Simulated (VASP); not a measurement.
Here is a VASP 6.6.1 calculation.

The input POSCAR:

```
Ca
1.0
    1.9712759950     -3.3954901800      0.0000000000
    1.9712759950      3.3954901800      0.0000000000
    0.0000000000      0.0000000000      6.5091117400
Ca
2
Direct
    0.8355866000      0.1644134000      0.2500000000
    0.1644134000      0.8355866000      0.7500000000
```

The input INCAR.step1:

```
  PREC = Accurate
  ENCUT = 520
  ISMEAR = 0
  SIGMA = 0.1
  LREAL = False
  LASPH = True
  NELM = 80
  NBANDS = 17
  GGA = PE
  ALGO = Normal
  EDIFF = 1E-4
  LWAVE = True
  LCHARG = False
```

File INCAR.step2:

```
  PREC = Accurate
  ENCUT = 520
  EDIFF = 1E-7
  ISMEAR = 0
  SIGMA = 0.1
  LREAL = False
  LASPH = True
  NELM = 80
  ALGO = Normal
  ISIF = 2
  LWAVE = False
  LCHARG = False
  METAGGA = R2SCAN
  LMIXTAU = True
  NBANDS = 17
  ISTART = 1
```

File KPOINTS:

```
regular mesh
0
Gamma
  6 6 4
```

Potentials or basis: VASP PAW PBE potentials, release 64 (Ca_sv).

Run with:

```bash
$ cat potpaw_PBE.64/Ca_sv/POTCAR > POTCAR
$ cp INCAR.step1 INCAR
$ mpirun -np 1 vasp_std > vasp.out
$ cp INCAR.step2 INCAR
$ mpirun -np 1 vasp_std > vasp.out
```

Q: What does it give for the band gap on the k mesh?

A: Zero (band 10 reaches 2.07 eV, above the bottom of band 11 at 1.51 eV).

Q: Estimate the largest force.

A: 0.017 eV/Å.

Q: Estimate the pressure.

A: -0.1 GPa.

Stress tensor (GPa, compression positive):
```
-0.25  0.00  0.00
 0.00 -0.09  0.00
 0.00  0.00  0.15
```

Caveat: the PAW data sets were made with another functional, which shifts forces and pressure a little.
